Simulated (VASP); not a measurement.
# Sr (P6_3/mmc) in VASP: a series of runs, part 2 of 2

VASP 6.6.1. Earlier steps stand in the parts before.

### 3 Electric field gradients, LDA (equal xx and yy strain of -1 %)

Contents of INCAR:

```
SYSTEM = Sr
PREC     = Accurate       ! precision mode
ENCUT    = 520            ! plane-wave cutoff, eV
EDIFF    = 1E-8           ! SCF threshold, eV
ISMEAR   = -1             ! smearing method
SIGMA    = 0.08           ! smearing width, eV
LREAL    = .False.        ! projectors in reciprocal space
LASPH    = .True.         ! aspherical terms in the spheres
NELM     = 100            ! most SCF steps
ALGO     = Normal         ! electronic algorithm
ISIF     = 2              ! what is computed and relaxed
LWAVE    = .False.        ! write WAVECAR
LCHARG   = .False.        ! write CHGCAR
LEFG     = .True.       
NBANDS   = 17             ! bands
```

Contents of KPOINTS:

```
Automatic mesh
0
Gamma
  10 10 5
  0 0 0
```

Contents of POSCAR:

```
Sr
1.0
    4.2669002185      0.0000000000      0.0000000000
   -2.1334501093      3.6952439846      0.0000000000
    0.0000000000      0.0000000000      7.0500000000
Sr
2
Direct
    0.3333333333      0.6666666667      0.2500000000
    0.6666666667      0.3333333333      0.7500000000
```

Potentials or basis: VASP PAW LDA potentials, release 64 (Sr_sv).

Run with:

```console
> cat potpaw_LDA.64/Sr_sv/POTCAR > POTCAR
> mpirun -np 1 vasp_std > vasp.out
```

OUTCAR:

```text
SYSTEM = Sr
   PREC = Accurate
   ENCUT = 520
   EDIFF = 1E-8
   ISMEAR = -1
   LREAL = .False.
   LASPH = .True.
   NELM = 100
   ISIF = 2

 ion  position               nearest neighbor table
   1  0.333  0.667  0.250-   2 4.30   2 4.30   2 4.30   2 4.30   2 4.30   2 4.30
   2  0.667  0.333  0.750-   1 4.30   1 4.30   1 4.30   1 4.30   1 4.30   1 4.30

  LATTYP: Found a hexagonal cell.
 ALAT       =     4.2669002185
 C/A-ratio  =     1.6522533078

  Lattice vectors:

 A1 = (   4.2669002185,   0.0000000000,   0.0000000000)
 A2 = (  -2.1334501093,   3.6952439846,   0.0000000000)
 A3 = (   0.0000000000,   0.0000000000,   7.0500000000)

Analysis of symmetry for initial positions (statically):
=====================================================================
 Subroutine PRICEL returns:
 Original cell was already a primitive cell.

 Routine SETGRP: Setting up the symmetry group for a
 hexagonal supercell.

 Subroutine GETGRP returns: Found 24 space group operations
 (whereof 12 operations were pure point group operations)
 out of a pool of 24 trial point group operations.

The static configuration has the point symmetry D_3d.
 The point group associated with its full space group is D_6h.

Analysis of symmetry for dynamics (positions and initial velocities):
=====================================================================
 Subroutine PRICEL returns:
 Original cell was already a primitive cell.

 Routine SETGRP: Setting up the symmetry group for a
 hexagonal supercell.

 Subroutine GETGRP returns: Found 24 space group operations
 (whereof 12 operations were pure point group operations)
 out of a pool of 24 trial point group operations.

The dynamic configuration has the point symmetry D_3d.
 The point group associated with its full space group is D_6h.
[... 152 lines left out ...]
 Fermi energy:         1.3860217321

 k-point     1 :       0.0000    0.0000    0.0000
  band No.  band energies     occupation
      1     -35.0906      2.00000
      2     -35.0777      2.00000
      3     -17.2632      2.00000
      4     -17.1012      2.00000
      5     -17.1012      2.00000
      6     -17.0762      2.00000
[... 457 lines left out ...]
      4     -17.2309      2.00000
      5     -17.1669      2.00000
      6     -17.1463      2.00000
[... 9 lines left out ...]
     16       5.0885      0.00000
     17       5.3726      0.00000

 [... further k-points ...]
[... 5 lines left out ...]
  --------------------------------------------------------------------------------------
  -------------------------------------------------------------------------------------
  Total       -0.9398497     -0.9398497     -1.0262218      0.0000000     -0.0000000      0.0000000
  in kB      -13.5464112    -13.5464112    -14.7913250      0.0000000     -0.0000000      0.0000000
  external PRESSURE =     -13.9613825 kB  Pullay stress =       0.0000000 kB

 VOLUME and BASIS-vectors are now :
 -----------------------------------------------------------------------------
  energy-cutoff  :      520.00
  volume of cell :      111.16
      direct lattice vectors                 reciprocal lattice vectors
     4.266900219  0.000000000  0.000000000     0.234362171  0.135309063  0.000000000
    -2.133450109  3.695243985  0.000000000     0.000000000  0.270618125  0.000000000
     0.000000000  0.000000000  7.050000000     0.000000000  0.000000000  0.141843972

 POSITION                                       TOTAL-FORCE (eV/Angst)
 -----------------------------------------------------------------------------------
     -0.00000      2.46350      1.76250         0.000000      0.000000      0.000000
      2.13345      1.23175      5.28750        -0.000000     -0.000000      0.000000
 -----------------------------------------------------------------------------------
    total drift:                                0.000000     -0.000000      0.000000

  FREE ENERGIE OF THE ION-ELECTRON SYSTEM (eV)
  ---------------------------------------------------
  free  energy   TOTEN  =        -3.7442726850 eV

  energy  without entropy=       -3.6853255692  energy(sigma->0) =       -3.71479913

 Electric field gradients (V/A^2)
---------------------------------------------------------------------
 ion       V_xx      V_yy      V_zz      V_xy      V_xz      V_yz
---------------------------------------------------------------------
   1       2.319     2.319    -4.638     0.000    -0.000     0.000
   2       2.319     2.319    -4.638     0.000     0.000    -0.000
---------------------------------------------------------------------

 Electric field gradients after diagonalization (V/A^2)
 (convention: |V_zz| > |V_xx| > |V_yy|)
----------------------------------------------------------------------
 ion       V_xx      V_yy      V_zz     asymmetry (V_yy - V_xx)/ V_zz
----------------------------------------------------------------------
   1       2.319     2.319    -4.638       0.000
   2       2.319     2.319    -4.638       0.000
----------------------------------------------------------------------

           NMR quadrupolar parameters

 Cq : quadrupolar parameter    Cq=e*Q*V_zz/h
 eta: asymmetry parameters     (V_yy - V_xx)/ V_zz
 Q  : nuclear electric quadrupole moment in mb (millibarn)
----------------------------------------------------------------------
 ion       Cq(MHz)       eta       Q (mb)
----------------------------------------------------------------------
   1      -0.011       0.000       1.000
   2      -0.011       0.000       1.000
----------------------------------------------------------------------
```

OSZICAR:

```text
N       E                     dE             d eps       ncg     rms          rms(c)
DAV:   1     0.107601352773E+03    0.10760E+03   -0.92674E+03  1428   0.986E+02
DAV:   2     0.472557566248E+01   -0.10288E+03   -0.10135E+03  1842   0.232E+02
DAV:   3    -0.353113344766E+01   -0.82567E+01   -0.82323E+01  2575   0.463E+01
DAV:   4    -0.374464813736E+01   -0.21351E+00   -0.21331E+00  1990   0.672E+00
DAV:   5    -0.374919244650E+01   -0.45443E-02   -0.45436E-02  2298   0.824E-01    0.158E+01
DAV:   6    -0.374625746462E+01    0.29350E-02   -0.13608E-02  1919   0.125E+00    0.886E+00
DAV:   7    -0.374425049988E+01    0.20070E-02   -0.21176E-02  1706   0.154E+00    0.426E-01
DAV:   8    -0.374421542886E+01    0.35071E-04   -0.35743E-03  2648   0.286E-01    0.144E-01
DAV:   9    -0.374425574664E+01   -0.40318E-04   -0.10399E-04  1983   0.475E-02    0.466E-02
DAV:  10    -0.374427225576E+01   -0.16509E-04   -0.18089E-05  1944   0.343E-02    0.113E-02
DAV:  11    -0.374427254785E+01   -0.29210E-06   -0.86156E-07  2328   0.532E-03    0.236E-03
DAV:  12    -0.374427268186E+01   -0.13401E-06   -0.26718E-07  1894   0.278E-03    0.181E-03
DAV:  13    -0.374427268500E+01   -0.31393E-08   -0.19902E-08  1576   0.951E-04
   1 F= -.37442727E+01 E0= -.37147991E+01  d E =-.589471E-01
```

stdout:

```text
POSCAR found type information on POSCAR Sr
 POSCAR found :  1 types and       2 ions
 scaLAPACK will be used
 LDA part: xc-table for (Slater(with rela. corr.)+CA(PZ))
 , standard interpolation
 POSCAR, INCAR and KPOINTS ok, starting setup
 FFT: planning ... GRIDC
 FFT: planning ... GRID_SOFT
 FFT: planning ... GRID
 WAVECAR not read
 entering main loop
ion   1

ion   2
```

Run time: 2.1 min. Hardware: 1 thread of Oxide Virtual Turin-like, shared host; peak memory 0.18 GiB.

Results:

| Item | Value |
| --- | --- |
| Free energy | -3.7443 eV |
| Pressure | -1.4 GPa |
| Band gap on the k mesh | zero (band 10 reaches 1.52 eV, above the bottom of band 11 at 1.40 eV) |

Stress tensor (GPa, compression positive):
```
-1.35  0.00  0.00
 0.00 -1.35  0.00
 0.00  0.00 -1.48
```

Levels at points of the mesh, in eV from the Fermi level:
| k point | band 7 | band 8 | band 9 | band 10 | band 11 | band 12 | band 13 | band 14 |
| --- | --- | --- | --- | --- | --- | --- | --- | --- |
| (0.00, 0.00, 0.00) | -18.46 | -18.46 | -3.65 | -1.21 | 0.07 | 2.14 | 2.21 | 2.21 |
| (0.50, 0.00, 0.00) | -18.50 | -18.49 | -1.13 | -0.51 | 0.06 | 0.23 | 1.26 | 1.80 |

Electric field gradients, principal values (V/Å²):
```tsv
atom	least	middle	greatest (by size)
1 Sr	2.319	2.319	-4.638
2 Sr	2.319	2.319	-4.638
```

Caveat: the cell differs from its parent crystal (equal xx and yy strain of -1 %); without QUAD_EFG the Cq values of the log hold for a quadrupole moment of 1 mb, not for the nuclei.

### 4 Electric field gradients, LDA (equal xx and yy strain of -1 %)

Contents of INCAR:

```
SYSTEM = Sr
PREC     = Accurate       ! precision mode
ENCUT    = 520            ! plane-wave cutoff, eV
EDIFF    = 1E-8           ! SCF threshold, eV
ISMEAR   = -1             ! smearing method
SIGMA    = 0.08           ! smearing width, eV
LREAL    = .FALSE.        ! projectors in reciprocal space
LASPH    = .TRUE.         ! aspherical terms in the spheres
NELM     = 100            ! most SCF steps
ALGO     = Normal         ! electronic algorithm
ISIF     = 2              ! what is computed and relaxed
LWAVE    = .FALSE.        ! write WAVECAR
LCHARG   = .FALSE.        ! write CHGCAR
GGA      = CA             ! functional
LEFG     = .TRUE.       
NBANDS   = 17             ! bands
```

Contents of KPOINTS:

```
Automatic mesh
0
G
  10 10 5
  0 0 0
```

POSCAR is that of step 3.

Potentials or basis: VASP PAW LDA potentials, release 64 (Sr_sv).

Run with:

```console
> cat potpaw_LDA.64/Sr_sv/POTCAR > POTCAR
> mpirun -np 1 vasp_std > vasp.out
```

OUTCAR:

```text
SYSTEM = Sr
   PREC = Accurate
   ENCUT = 520
   EDIFF = 1E-8
   ISMEAR = -1
   LREAL = .FALSE.
   LASPH = .TRUE.
   NELM = 100
   ISIF = 2
   GGA = CA

 ion  position               nearest neighbor table
   1  0.333  0.667  0.250-   2 4.30   2 4.30   2 4.30   2 4.30   2 4.30   2 4.30
   2  0.667  0.333  0.750-   1 4.30   1 4.30   1 4.30   1 4.30   1 4.30   1 4.30

  LATTYP: Found a hexagonal cell.
 ALAT       =     4.2669002185
 C/A-ratio  =     1.6522533078

  Lattice vectors:

 A1 = (   4.2669002185,   0.0000000000,   0.0000000000)
 A2 = (  -2.1334501093,   3.6952439846,   0.0000000000)
 A3 = (   0.0000000000,   0.0000000000,   7.0500000000)

Analysis of symmetry for initial positions (statically):
=====================================================================
 Subroutine PRICEL returns:
 Original cell was already a primitive cell.

 Routine SETGRP: Setting up the symmetry group for a
 hexagonal supercell.
[... 671 lines left out ...]
  volume of cell :      111.16
      direct lattice vectors                 reciprocal lattice vectors
     4.266900219  0.000000000  0.000000000     0.234362171  0.135309063  0.000000000
    -2.133450109  3.695243985  0.000000000     0.000000000  0.270618125  0.000000000
     0.000000000  0.000000000  7.050000000     0.000000000  0.000000000  0.141843972

 POSITION                                       TOTAL-FORCE (eV/Angst)
 -----------------------------------------------------------------------------------
     -0.00000      2.46350      1.76250         0.000000      0.000000      0.000000
      2.13345      1.23175      5.28750        -0.000000     -0.000000      0.000000
 -----------------------------------------------------------------------------------
    total drift:                                0.000000     -0.000000      0.000000

  FREE ENERGIE OF THE ION-ELECTRON SYSTEM (eV)
  ---------------------------------------------------
  free  energy   TOTEN  =        -3.7442726850 eV

  energy  without entropy=       -3.6853255692  energy(sigma->0) =       -3.71479913

 Electric field gradients (V/A^2)
---------------------------------------------------------------------
 ion       V_xx      V_yy      V_zz      V_xy      V_xz      V_yz
---------------------------------------------------------------------
   1       2.319     2.319    -4.638     0.000    -0.000     0.000
   2       2.319     2.319    -4.638     0.000     0.000    -0.000
---------------------------------------------------------------------

 Electric field gradients after diagonalization (V/A^2)
 (convention: |V_zz| > |V_xx| > |V_yy|)
----------------------------------------------------------------------
 ion       V_xx      V_yy      V_zz     asymmetry (V_yy - V_xx)/ V_zz
----------------------------------------------------------------------
   1       2.319     2.319    -4.638       0.000
   2       2.319     2.319    -4.638       0.000
----------------------------------------------------------------------

           NMR quadrupolar parameters

 Cq : quadrupolar parameter    Cq=e*Q*V_zz/h
 eta: asymmetry parameters     (V_yy - V_xx)/ V_zz
 Q  : nuclear electric quadrupole moment in mb (millibarn)
----------------------------------------------------------------------
 ion       Cq(MHz)       eta       Q (mb)
----------------------------------------------------------------------
   1      -0.011       0.000       1.000
   2      -0.011       0.000       1.000
----------------------------------------------------------------------
```

OSZICAR:

```text
N       E                     dE             d eps       ncg     rms          rms(c)
DAV:   1     0.107601352773E+03    0.10760E+03   -0.92674E+03  1428   0.986E+02
DAV:   2     0.472557566248E+01   -0.10288E+03   -0.10135E+03  1842   0.232E+02
DAV:   3    -0.353113344766E+01   -0.82567E+01   -0.82323E+01  2575   0.463E+01
DAV:   4    -0.374464813736E+01   -0.21351E+00   -0.21331E+00  1990   0.672E+00
DAV:   5    -0.374919244650E+01   -0.45443E-02   -0.45436E-02  2298   0.824E-01    0.158E+01
DAV:   6    -0.374625746462E+01    0.29350E-02   -0.13608E-02  1919   0.125E+00    0.886E+00
DAV:   7    -0.374425049988E+01    0.20070E-02   -0.21176E-02  1706   0.154E+00    0.426E-01
DAV:   8    -0.374421542886E+01    0.35071E-04   -0.35743E-03  2648   0.286E-01    0.144E-01
DAV:   9    -0.374425574664E+01   -0.40318E-04   -0.10399E-04  1983   0.475E-02    0.466E-02
DAV:  10    -0.374427225576E+01   -0.16509E-04   -0.18089E-05  1944   0.343E-02    0.113E-02
DAV:  11    -0.374427254785E+01   -0.29210E-06   -0.86156E-07  2328   0.532E-03    0.236E-03
DAV:  12    -0.374427268186E+01   -0.13401E-06   -0.26718E-07  1894   0.278E-03    0.181E-03
DAV:  13    -0.374427268500E+01   -0.31393E-08   -0.19902E-08  1576   0.951E-04
   1 F= -.37442727E+01 E0= -.37147991E+01  d E =-.589471E-01
```

It took 95 s on 1 thread of Oxide Virtual Turin-like, shared host; peak memory 0.18 GiB.

Results:

```
Free energy            : -3.7443 eV
Pressure               : -1.4 GPa
Band gap on the k mesh : zero (band 10 reaches 1.52 eV, above the bottom of band 11 at 1.40 eV)
```

Levels at points of the mesh, in eV from the Fermi level:
```
           k point  band 6  band 7  band 8  band 9  band 10  band 11  band 12  band 13  band 14  band 15
(0.00, 0.00, 0.00)  -18.46  -18.46  -18.46   -3.65    -1.21     0.07     2.14     2.21     2.21     2.59
(0.50, 0.00, 0.00)  -18.53  -18.50  -18.49   -1.13    -0.51     0.06     0.23     1.26     1.80     2.13
```

Electric field gradients, principal values (V/Å²):
| atom | least | middle | greatest (by size) |
| --- | --- | --- | --- |
| 1 Sr | 2.319 | 2.319 | -4.638 |
| 2 Sr | 2.319 | 2.319 | -4.638 |

Caveat: the cell differs from its parent crystal (equal xx and yy strain of -1 %); without QUAD_EFG the Cq values of the log hold for a quadrupole moment of 1 mb, not for the nuclei.
